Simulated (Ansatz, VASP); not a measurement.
Two plane-wave programs on Zr

```
Zr
1.0
     3.16414    0.00000    0.00000
    -1.58207    2.74022    0.00000
     0.00000    0.00000    5.09178
Zr
2
Cartesian
  0.0000 1.8268 1.2729
  1.5821 0.9134 3.8188
```

Alike in both runs: functional revPBE; dispersion D3(BJ); k mesh 15 × 15 × 8; occupations gaussian, width 0.1 eV; no spin polarisation.

Ansatz relaxed the structure, and its values are those at the end. VASP's run is a single point on that final structure, the one shown.

```csv
,VASP,Ansatz
version,VASP 6.6.1,Ansatz 0.2.0
potentials or method,"VASP PAW PBE potentials, release 64 (Zr_sv), cutoff 500 eV","scalar-relativistic, plane waves, PAW"
valence electrons in the cell,24,24
```

|  | VASP | Ansatz | Ansatz less VASP |
| --- | --- | --- | --- |
| gap on the k mesh at the Fermi level (eV) | none | none | - |
| pressure (GPa) | 0.0 | 0.0 | -0.02 |

VASP's potentials were made for PBE, not for revPBE. A gap of «none» marks a metal or a gap that the smearing closes.
